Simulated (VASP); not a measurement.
Runs of VASP 6.6.1 on Cu. The structure is that of space group Im-3m (No. 229), or close to it. The cells are those of the table. 

```tsv
cell	k mesh	gap on the mesh (eV)	pressure (GPa)
a = 2.515 Å, angles 109.5°, 1 atom	17 × 17 × 17	none	5.8
a = 2.648 Å, angles 109.5°, 1 atom	17 × 17 × 17	none	(a)
a = 2.549 Å, angles 109.5°, 1 atom	25 × 25 × 25	none	0.6
a = 2.583 Å, angles 109.5°, 1 atom	17 × 17 × 17	none	-3.4
a = 2.616 Å, angles 109.5°, 1 atom	17 × 17 × 17	none	(b)
```

Alike in all rows: task single point; level BLYP; potentials or basis VASP PAW PBE potentials, release 64 (Cu); no spin polarisation; cutoff (eV) 520; smearing fermi-dirac 0.1 eV.

**Question.** Fill in the values left out.

**Answer.** (a) -9.0; (b) -6.5.

Caveats: the PAW data sets were made with another functional, which shifts forces and pressure a little.

A gap of «none» marks levels without a gap at the run's occupations.
